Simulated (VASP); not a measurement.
A run of VASP 6.6.1 is set up as follows.

INCAR

```
SYSTEM = Al
ALGO = Normal
EDIFF = 1E-6
ENCUT = 500
GGA = RP
GGA_COMPAT = .FALSE.
ISIF = 2
ISMEAR = -1
LASPH = .TRUE.
LCHARG = .FALSE.
LREAL = .FALSE.
LWAVE = .FALSE.
NBANDS = 10
NELM = 120
PREC = Accurate
SIGMA = 0.1
```

Contents of KPOINTS:

```
k-points
0
G
  18 18 12
  0 0 0
```

The input POSCAR:

```
Al
1.0
   -3.4073073133      2.9859097625      1.4157171939
    2.9859097625     -3.4073073133      1.4157171939
    2.4755330781      2.4755330781     -2.1875075800
Al
2
Direct
    0.9895291984      0.0104708016      0.0000000000
    0.7604708016      0.2395291984      0.5000000000
```

Potentials or basis: VASP PAW PBE potentials, release 64 (Al).

Run with:

```bash
$ cat potpaw_PBE.64/Al/POTCAR > POTCAR
$ mpirun -np 1 vasp_std > vasp.out
```

(1) Predict the band gap on the k mesh.

(2) What does it give for the pressure?

Answers

(1) zero (bands 3 and 4 overlap by 8.89 eV).

(2) -4.6 GPa.

Caveat: the cell stands under tension; the PAW data sets were made with another functional, which shifts forces and pressure a little.
